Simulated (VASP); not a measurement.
Runs of VASP 6.6.1 on GaN. The structure is that of space group P6_3mc (No. 186), or close to it. The cells are those of the table. 

```csv
cell,gap on the mesh (eV),pressure (GPa),largest force (eV/Å)
"a = 3.190, b = 3.190, c = 10.287 Å, angles 90.0, 90.0, 120.0°, 8 atoms",0.94,-2.9,0.36
"a = 3.212, b = 3.212, c = 10.357 Å, angles 90.0, 90.0, 120.0°, 8 atoms",0.79,-6.2,0.23
"a = 3.275, b = 3.275, c = 10.560 Å, angles 90.0, 90.0, 120.0°, 8 atoms",0.38,(b),0.29
"a = 3.254, b = 3.254, c = 10.493 Å, angles 90.0, 90.0, 120.0°, 8 atoms",0.51,-11.8,0.25
"a = 3.168, b = 3.168, c = 10.217 Å, angles 90.0, 90.0, 120.0°, 8 atoms",(a),0.8,0.50
```

Alike in all rows: task single point; level PBEsol; potentials or basis VASP PAW PBE potentials, release 64 (Ga_d, N); no spin polarisation; k mesh 10 × 10 × 3; cutoff (eV) 520; smearing fermi-dirac 0.05 eV.

**Question.** Estimate the missing entries.

**Answer.** (a) 1.09; (b) -14.2.

Caveats: the PAW data sets were made with another functional, which shifts forces and pressure a little; the cell stands under tension (at least some runs).

A k mesh can miss the band edges, and the runs leave out spin-orbit coupling on Ga.
